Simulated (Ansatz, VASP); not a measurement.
PbS in VASP and in Ansatz

```xyz
2
Lattice="0.0000 3.1595 3.1595 2.9650 0.1945 2.9650 2.9650 2.9650 0.1945" Properties=species:S:1:pos:R:3 pbc="T T T"
Pb    0.0000    0.0000    0.0000
S     2.9650    3.1595    3.1595
```

Change from the starting cell: strain +0.1312 x Voigt [0, 0, 0, 1, 0, 0], atoms carried along.

Alike in both runs: task single point; functional PBE; k mesh 10 × 10 × 10; occupations gaussian, width 0.03 eV; no spin polarisation.

```csv
,VASP,Ansatz
version,VASP 6.6.1,Ansatz 0.2.0
potentials or method,"VASP PAW PBE potentials, release 64 (Pb_d, S), cutoff 520 eV","scalar-relativistic, plane waves, PAW"
valence electrons in the cell,20,20
```

```tsv
	VASP	Ansatz	Ansatz less VASP
gap on the k mesh at the Fermi level (eV)	none	none	-
pressure (GPa)	2.1	2.2	+0.08
traceless stress, the component that is largest in VASP (GPa)	-2.55	-2.54	+0.004
```

A gap of «none» marks a metal or a gap that the smearing closes.

Spin-orbit coupling is off throughout.
